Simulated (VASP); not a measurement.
A run of VASP 6.6.1:

File INCAR:

```
SYSTEM = Er3H
PREC = Accurate ; ENCUT = 500
EDIFF = 1E-6 ; ISMEAR = 0
SIGMA = 0.1 ; LREAL = .FALSE.
LASPH = .TRUE. ; NELM = 200
ALGO = Normal ; ISIF = 2
LWAVE = .FALSE. ; LCHARG = .FALSE.
GGA = PE ; NBANDS = 22
GGA_COMPAT = .FALSE. ; LMAXMIX = 6
```

The input KPOINTS:

```
regular mesh
0
G
  4 4 4
  0 0 0
```

The input POSCAR:

```
Er3H
1.0
    0.0000000000      3.7068235900      3.7068235900
    3.7068235900      0.0000000000      3.7068235900
    3.7068235900      3.7068235900      0.0000000000
Er H
3 1
Direct
    0.7500000000      0.7500000000      0.7500000000
    0.5000000000      0.5000000000      0.5000000000
    0.2500000000      0.2500000000      0.2500000000
    0.0000000000      0.0000000000      0.0000000000
```

Potentials or basis: VASP PAW PBE potentials, release 64 (Er_3, H), 4f in core.

Launch:

```console
$ cat potpaw_PBE.64/Er_3/POTCAR potpaw_PBE.64/H/POTCAR > POTCAR
$ mpirun -np 1 vasp_std > vasp.out
```

Hardware: 1 thread of Intel(R) Xeon(R) 6975P-C (Granite Rapids), on a shared host.

Estimate the wall time of this run.

Run time: 15 s on 1 thread of Intel(R) Xeon(R) 6975P-C (Granite Rapids) (shared host), peak memory 0.23 GiB. Counts: scf iterations 12, k points 8.
